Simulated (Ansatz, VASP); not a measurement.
# Two plane-wave programs on Os

```
Os
1.0
     0.00000    2.49663    2.49663
     2.49663    0.00000    2.49663
     2.49663    2.49663    0.00000
Os
2
Cartesian
  -0.6242 -0.6242 -0.6242
  0.6242 0.6242 0.6242
```

Change from the starting cell: volume scaled by 0.76, PAW files.

Alike in both runs: task single point; functional LDA; k mesh 13 × 13 × 13; occupations fermi-dirac, width 0.05 eV; no spin polarisation.

```csv
,VASP,Ansatz
version,VASP 6.6.1,Ansatz 0.2.0
potentials or method,"VASP PAW LDA potentials, release 64 (Os)","PAW with Ansatz's default frozen-core files, scalar-relativistic"
plane-wave cutoff (eV),520,420
valence electrons in the cell,16,32
```

```csv
,VASP,Ansatz,Ansatz less VASP
pressure (GPa),109.6,117.6,+8.01
```

LDA's correlation is that of Perdew and Zunger in VASP and of Perdew and Wang (1992) in Ansatz. Both programs put the cell under a high pressure, so it lies far from rest at this level. VASP's potentials hold 16 valence electrons a cell and Ansatz's 32, so a difference there can come from the potentials and not from the codes.

Neither program's run includes spin-orbit coupling. Noted on VASP's run: the cell as given lies far from equilibrium.
